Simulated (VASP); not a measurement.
# Au (I4/mmm) in VASP: a series of runs

Au is run at these levels: PBE; tasks: single point.

Program: VASP 6.6.1. These are calculated values, not measurements. Logs are shortened: lines on timing, memory, paths and dates and some standing lists are left out, and cuts for length are marked.

### 1 The cell of the first run

It takes space group I4/mmm (No. 139, tetragonal). The conventional cell has a = 2.896 Å, b = 2.896 Å, c = 4.158 Å, α = 90.00°, β = 90.00°, γ = 90.00°. Au (site symmetry 4/mmm) has 12 Au at 2.90 to 2.92 Å within 3.8 Å.

### 2 Single point, PBE (strain -0.015 along x and y, +0.000 along z)

Contents of INCAR:

```
SYSTEM = Au
  PREC = Accurate
  ENCUT = 520
  EDIFF = 1E-6
  ISMEAR = 0
  SIGMA = 0.15
  LREAL = .False.
  LASPH = .True.
  NELM = 60
  ALGO = Fast
  ISIF = 2
  LWAVE = .False.
  LCHARG = .False.
  GGA = PE
  NBANDS = 12
```

Contents of KPOINTS:

```
Automatic mesh
0
Gamma
  24 24 24
  0 0 0
```

Contents of POSCAR:

```
Au
1.0
    0.0000000000      2.0478532578      2.0790388404
    2.0478532578      0.0000000000      2.0790388404
    2.0478532578      2.0478532578      0.0000000000
Au
1
Direct
    0.0000000000      0.0000000000      0.0000000000
```

Potentials or basis: VASP PAW PBE potentials, release 64 (Au).

Launch:

```sh
> cat potpaw_PBE.64/Au/POTCAR > POTCAR
> mpirun -np 1 vasp_std > vasp.out
```

OUTCAR:

```text
SYSTEM = Au
   PREC = Accurate
   ENCUT = 520
   EDIFF = 1E-6
   ISMEAR = 0
   LREAL = .False.
   LASPH = .True.
   NELM = 60
   ISIF = 2
   GGA = PE

 ion  position               nearest neighbor table
   1  0.000  0.000  0.000-

  LATTYP: Found a body centered tetragonal cell.
 ALAT       =     2.8961018509
 C/A-ratio  =     1.4357498095

  Lattice vectors:

 A1 = (  -2.0478532578,   0.0000000000,   2.0790388404)
 A2 = (   2.0478532578,   0.0000000000,   2.0790388404)
 A3 = (   0.0000000000,   2.0478532578,  -2.0790388404)

Analysis of symmetry for initial positions (statically):
=====================================================================
 Subroutine PRICEL returns:
 Original cell was already a primitive cell.

 Routine SETGRP: Setting up the symmetry group for a
 body centered tetragonal supercell.

 Subroutine GETGRP returns: Found 16 space group operations
 (whereof 16 operations were pure point group operations)
 out of a pool of 16 trial point group operations.

The static configuration has the point symmetry D_4h.

Analysis of symmetry for dynamics (positions and initial velocities):
=====================================================================
 Subroutine PRICEL returns:
 Original cell was already a primitive cell.

 Routine SETGRP: Setting up the symmetry group for a
 body centered tetragonal supercell.

 Subroutine GETGRP returns: Found 16 space group operations
 (whereof 16 operations were pure point group operations)
 out of a pool of 16 trial point group operations.

The dynamic configuration has the point symmetry D_4h.

 Subroutine INISYM returns: Found 16 space group operations
 (whereof 16 operations are pure point group operations),
 and found     1 'primitive' translations

----------------------------------------------------------------------------------------

                                     Primitive cell

  volume of cell :      17.4377

  direct lattice vectors                    reciprocal lattice vectors
     0.000000000  2.047853258  2.079038840    -0.244158119  0.244158119  0.240495747
     2.047853258  0.000000000  2.079038840     0.244158119 -0.244158119  0.240495747
     2.047853258  2.047853258  0.000000000     0.244158119  0.244158119 -0.240495747

  length of vectors
     2.918236705  2.918236705  2.896101851     0.420790422  0.420790422  0.420790422

  position of ions in fractional coordinates (direct lattice)
     0.000000000  0.000000000  0.000000000

[... 84 lines left out ...]
   TEBEG  =    0.0;   TEEND  =   0.0 temperature during run
   PSTRESS=    0.0 pullay stress
   NELECT =      11.0000    total number of electrons
   NUPDOWN=      -1.0000    fix difference up-down
   EMIN   =  10.00;   EMAX   =-10.00  energy-range for DOS
   EFERMI =   0.00;   METHOD = LEGACY
   ISMEAR =     0;   SIGMA  =   0.15  broadening in eV -4-tet -1-fermi 0-gaus
   EFERMI_NEDOS =   21; number of points for ismear=-14 and -15
   IALGO  =     68    algorithm
   IMIX   =      4    mixing-type and parameters
     AMIX     =   0.40;   BMIX     =  1.00
     AMIX_MAG =   1.60;   BMIX_MAG =  1.00
  volume/ion in A,a.u.               =      17.44       117.68
  Fermi-wavevector in a.u.,A,eV,Ry     =   1.404028  2.653227 26.821075  1.971293
  Thomas-Fermi vector in A             =   2.526630
   LORBIT       =      0    0 simple, 1 ext, 2 COOP (PROOUT), +10 PAW based schemes
   GGA     = PE    functional components
   LHFCALC =     F    Hartree Fock is set to
   AEXX    =    0.0000 exact exchange contribution
   IVDW    =     0    specifies the selected vdW correction
   LEPSILON=     F    determine dielectric tensor
   LRPA    =     F    only Hartree local field effects (RPA)
 non-spin polarized calculation
 RMM-DIIS sequential band-by-band and
 Gauss-broadening in eV      SIGMA  =   0.15
  energy-cutoff  :      520.00
  volume of cell :       17.44
 maximum number of plane-waves:       493
 NGX is ok and might be reduce to    24
   NGX = 11   NGY = 11   NGZ = 11

 number of electron      11.0000001 magnetization

 Free energy of the ion-electron system (eV)
  ---------------------------------------------------
  ext. energy  EPLUGINS =         0.00000000
  ---------------------------------------------------
  free energy    TOTEN  =        -3.21572060 eV

  energy without entropy =       -3.21287374  energy(sigma->0) =       -3.21429717

 E-fermi :   9.0982     XC(G=0): -12.5797

 val. band max:        9.0980036542   @ k =  -0.2083   0.2917   0.1667
 cond. band min:       9.1018903194   @ k =  -0.2917   0.2083   0.1250
 fundamental gap:      0.0038866651
 Fermi energy:         9.0982339114

 k-point     1 :       0.0000    0.0000    0.0000
  band No.  band energies     occupation
      1      -0.5191      2.00000
      2       4.4381      2.00000
      3       4.5688      2.00000
      4       4.5688      2.00000
      5       5.9064      2.00000
      6       6.0488      2.00000
      7      23.6506      0.00000
      8      27.3545      0.00000
      9      27.5957      0.00000
     10      27.5957      0.00000
     11      32.3498      0.00000
     12      36.6440      0.00000
[... 331 lines left out ...]
 k-point    24 :       0.4583    0.0417    0.0000
  band No.  band energies     occupation
      1       2.0322      2.00000
      2       4.4191      2.00000
      3       4.6136      2.00000
      4       6.6626      2.00000
      5       7.0773      2.00000
      6       7.9373      2.00000
      7      12.9561      0.00000
      8      23.2245      0.00000
      9      26.0371      0.00000
     10      26.1101      0.00000
     11      33.4675      0.00000
     12      33.6094      0.00000

 [... further k-points ...]

------------------------ aborting loop because EDIFF is reached ----------------------------------------

  FORCE on cell =-STRESS in cart. coord.  units (eV):
  Direction    XX          YY          ZZ          XY          YZ          ZX
  --------------------------------------------------------------------------------------
  -------------------------------------------------------------------------------------
  Total        0.4974264      0.4974264      0.4439381      0.0000000     -0.0000000      0.0000000
  in kB       45.7034687     45.7034687     40.7889681      0.0000000     -0.0000000      0.0000000
  external PRESSURE =      44.0653018 kB  Pullay stress =       0.0000000 kB

 VOLUME and BASIS-vectors are now :
 -----------------------------------------------------------------------------
  energy-cutoff  :      520.00
  volume of cell :       17.44
      direct lattice vectors                 reciprocal lattice vectors
     0.000000000  2.047853258  2.079038840    -0.244158119  0.244158119  0.240495747
     2.047853258  0.000000000  2.079038840     0.244158119 -0.244158119  0.240495747
     2.047853258  2.047853258  0.000000000     0.244158119  0.244158119 -0.240495747

 POSITION                                       TOTAL-FORCE (eV/Angst)
 -----------------------------------------------------------------------------------
      0.00000      0.00000      0.00000         0.000000      0.000000      0.000000
 -----------------------------------------------------------------------------------
    total drift:                               -0.000000      0.000000     -0.000000

  FREE ENERGIE OF THE ION-ELECTRON SYSTEM (eV)
  ---------------------------------------------------
  free  energy   TOTEN  =        -3.2157205952 eV

  energy  without entropy=       -3.2128737383  energy(sigma->0) =       -3.21429717
```

OSZICAR:

```text
N       E                     dE             d eps       ncg     rms          rms(c)
DAV:   1     0.498634205722E+02    0.49863E+02   -0.55720E+03 26468   0.814E+02
DAV:   2    -0.278253050243E+01   -0.52646E+02   -0.49644E+02 29940   0.186E+02
DAV:   3    -0.347867676033E+01   -0.69615E+00   -0.69543E+00 30916   0.208E+01
DAV:   4    -0.348106508817E+01   -0.23883E-02   -0.23882E-02 30472   0.140E+00
DAV:   5    -0.348108306432E+01   -0.17976E-04   -0.17975E-04 31464   0.116E-01    0.874E+00
RMM:   6    -0.323478307078E+01    0.24630E+00   -0.29336E-01 25625   0.452E+00    0.557E+00
RMM:   7    -0.321767508750E+01    0.17108E-01   -0.36436E-02 27281   0.179E+00    0.272E+00
RMM:   8    -0.321575779174E+01    0.19173E-02   -0.32453E-03 28419   0.475E-01    0.335E-01
RMM:   9    -0.321571534550E+01    0.42446E-04   -0.40709E-04 29910   0.173E-01    0.112E-01
RMM:  10    -0.321571893725E+01   -0.35917E-05   -0.60616E-05 29514   0.584E-02    0.551E-02
RMM:  11    -0.321572048911E+01   -0.15519E-05   -0.13435E-05 27691   0.234E-02    0.105E-02
RMM:  12    -0.321572059519E+01   -0.10608E-06   -0.11349E-06 23563   0.673E-03
   1 F= -.32157206E+01 E0= -.32142972E+01  d E =-.284686E-02
```

stdout:

```text
POSCAR found type information on POSCAR Au
 POSCAR found :  1 types and       1 ions
 scaLAPACK will be used
 LDA part: xc-table for (Slater+PW92), standard interpolation
 POSCAR, INCAR and KPOINTS ok, starting setup
 FFT: planning ... GRIDC
 FFT: planning ... GRID_SOFT
 FFT: planning ... GRID
 WAVECAR not read
 entering main loop
```

Wall time 98 s (1 thread of Intel Xeon 8259CL, shared host); peak memory 0.33 GiB.

Results:

- Free energy: -3.2157 eV
- Pressure: 4.4 GPa
- Band gap on the k mesh: zero (an odd number of electrons rules out a gap without spin polarisation)

Stress tensor (GPa, compression positive):
```
4.57 0.00 0.00
0.00 4.57 0.00
0.00 0.00 4.08
```

Levels at points of the mesh, in eV from the Fermi level:
```csv
k point,band 3,band 4,band 5,band 6,band 7,band 8,band 9,band 10
"(0.00, 0.00, 0.00)",-4.53,-4.53,-3.19,-3.05,14.55,18.26,18.50,18.50
"(0.50, 0.00, 0.00)",-4.55,-2.00,-1.94,-0.85,2.95,13.98,16.81,17.12
"(0.50, 0.50, 0.00)",-2.01,-1.67,-1.67,0.92,5.36,10.12,10.12,17.11
"(0.50, 0.00, 0.50)",-2.01,-1.71,-1.60,1.17,5.70,9.84,9.87,16.88
```

Caveat: the cell differs from its parent crystal (strain -0.015 along x and y, +0.000 along z); the cell stands under pressure; spin-orbit coupling is left out, which moves the levels of the heavy elements.

### 3 Single point, PBE (strain +0.000 along x and y, -0.015 along z)

Contents of INCAR:

```
SYSTEM = Au
ALGO     = Fast           ! electronic algorithm
EDIFF    = 1E-6           ! SCF threshold, eV
ENCUT    = 520            ! plane-wave cutoff, eV
GGA      = PE             ! functional
ISIF     = 2              ! what is computed and relaxed
ISMEAR   = 0              ! smearing method
LASPH    = .True.         ! aspherical terms in the spheres
LCHARG   = .True.         ! write CHGCAR
LELF     = .True.         ! ELF
LREAL    = .False.        ! projectors in reciprocal space
LVHAR    = .True.       
LWAVE    = .False.        ! write WAVECAR
NBANDS   = 12             ! bands
NELM     = 100            ! most SCF steps
PREC     = Accurate       ! precision mode
SIGMA    = 0.15           ! smearing width, eV
```

Contents of KPOINTS:

```
k-points
0
Gamma
  24 24 24
  0 0 0
```

Contents of POSCAR:

```
Au
1.0
    0.0000000000      2.0790388404      2.0478532578
    2.0790388404      0.0000000000      2.0478532578
    2.0790388404      2.0790388404      0.0000000000
Au
1
Direct
    0.0000000000      0.0000000000      0.0000000000
```

Potentials or basis: VASP PAW PBE potentials, release 64 (Au).

Launch:

```sh
> cat potpaw_PBE.64/Au/POTCAR > POTCAR
> mpirun -np 1 vasp_std > vasp.out
```

Run time: 2.1 min. Hardware: 1 thread of Intel Xeon 8259CL, shared host; peak memory 0.34 GiB.

Results (log left out):

- Free energy: -3.2211 eV
- Pressure: 2.0 GPa
- Band gap on the k mesh: zero (an odd number of electrons rules out a gap without spin polarisation)

Stress tensor (GPa, compression positive):
```
1.87 0.00 0.00
0.00 1.87 0.00
0.00 0.00 2.33
```

Levels at points of the mesh, in eV from the Fermi level:
```tsv
k point	band 3	band 4	band 5	band 6	band 7	band 8	band 9	band 10
(0.00, 0.00, 0.00)	-4.54	-4.41	-3.15	-3.01	14.57	18.27	18.27	18.50
(0.50, 0.00, 0.00)	-4.47	-1.99	-1.93	-0.78	2.87	14.00	16.68	17.02
(0.50, 0.50, 0.00)	-2.00	-1.65	-1.65	1.30	5.70	9.73	9.73	16.64
(0.50, 0.00, 0.50)	-2.00	-1.71	-1.61	1.04	5.36	9.98	10.00	16.88
```

Caveat: the cell differs from its parent crystal (strain +0.000 along x and y, -0.015 along z); spin-orbit coupling is left out, which moves the levels of the heavy elements.

### 4 Single point, PBE (strain -0.015 along x and y, +0.015 along z)

Contents of INCAR:

```
SYSTEM = Au
ALGO     = Fast           ! electronic algorithm
EDIFF    = 1E-6           ! SCF threshold, eV
ENCUT    = 520            ! plane-wave cutoff, eV
GGA      = PE             ! functional
ISIF     = 2              ! what is computed and relaxed
ISMEAR   = 0              ! smearing method
LASPH    = .TRUE.         ! aspherical terms in the spheres
LCHARG   = .FALSE.        ! write CHGCAR
LREAL    = .FALSE.        ! projectors in reciprocal space
LWAVE    = .FALSE.        ! write WAVECAR
NBANDS   = 12             ! bands
NELM     = 100            ! most SCF steps
PREC     = Accurate       ! precision mode
SIGMA    = 0.15           ! smearing width, eV
```

Contents of KPOINTS:

```
k-points
0
G
  24 24 24
  0 0 0
```

Contents of POSCAR:

```
Au
1.0
    0.0000000000      2.0478532578      2.1102244230
    2.0478532578      0.0000000000      2.1102244230
    2.0478532578      2.0478532578      0.0000000000
Au
1
Direct
    0.0000000000      0.0000000000      0.0000000000
```

Launch:

```sh
> cat potpaw_PBE.64/Au/POTCAR > POTCAR
> mpirun -np 1 vasp_std > vasp.out
```

It took 2 min on 1 thread of Intel Xeon 8259CL, shared host; peak memory 0.33 GiB.

It converged, with:

```yaml
Free_energy: -3.2202 eV
Pressure: 2.1 GPa
Band_gap_on_the_k_mesh: zero (an odd number of electrons rules out a gap without spin polarisation)
```

Stress tensor (GPa, compression positive):
```
2.40 0.00 0.00
0.00 2.40 0.00
0.00 0.00 1.40
```

Levels at points of the mesh, in eV from the Fermi level:
| k point | band 4 | band 5 | band 6 | band 7 | band 8 | band 9 |
| --- | --- | --- | --- | --- | --- | --- |
| (0.00, 0.00, 0.00) | -4.41 | -3.23 | -2.95 | 14.57 | 18.04 | 18.49 |
| (0.50, 0.00, 0.00) | -2.02 | -1.91 | -0.79 | 2.87 | 13.95 | 16.57 |
| (0.50, 0.50, 0.00) | -1.68 | -1.68 | 0.80 | 5.02 | 10.24 | 10.24 |
| (0.50, 0.00, 0.50) | -1.76 | -1.55 | 1.29 | 5.69 | 9.71 | 9.75 |

Caveat: the cell differs from its parent crystal (strain -0.015 along x and y, +0.015 along z); spin-orbit coupling is left out, which moves the levels of the heavy elements.

### 5 Overview

```csv
cell,gap on the mesh (eV),pressure (GPa)
"a = 2.918, b = 2.918, c = 2.896 Å, angles 60.3, 60.3, 59.5°, 1 atom",none,4.4
"a = 2.918, b = 2.918, c = 2.940 Å, angles 59.8, 59.8, 60.5°, 1 atom",none,2.0
"a = 2.941, b = 2.941, c = 2.896 Å, angles 60.5, 60.5, 59.0°, 1 atom",none,2.1
```

Alike in all rows: task single point; level PBE; potentials or basis VASP PAW PBE potentials, release 64 (Au); no spin polarisation; k mesh 24 × 24 × 24; cutoff (eV) 520; smearing gaussian 0.15 eV.

Caveats: spin-orbit coupling is left out, which moves the levels of the heavy elements; the cell stands under pressure (at least some runs).

Total energies depend on the potentials used, so only differences within one code and one set of settings carry meaning.

The gap in the log of VASP goes by the Fermi energy; the results here count the filled bands.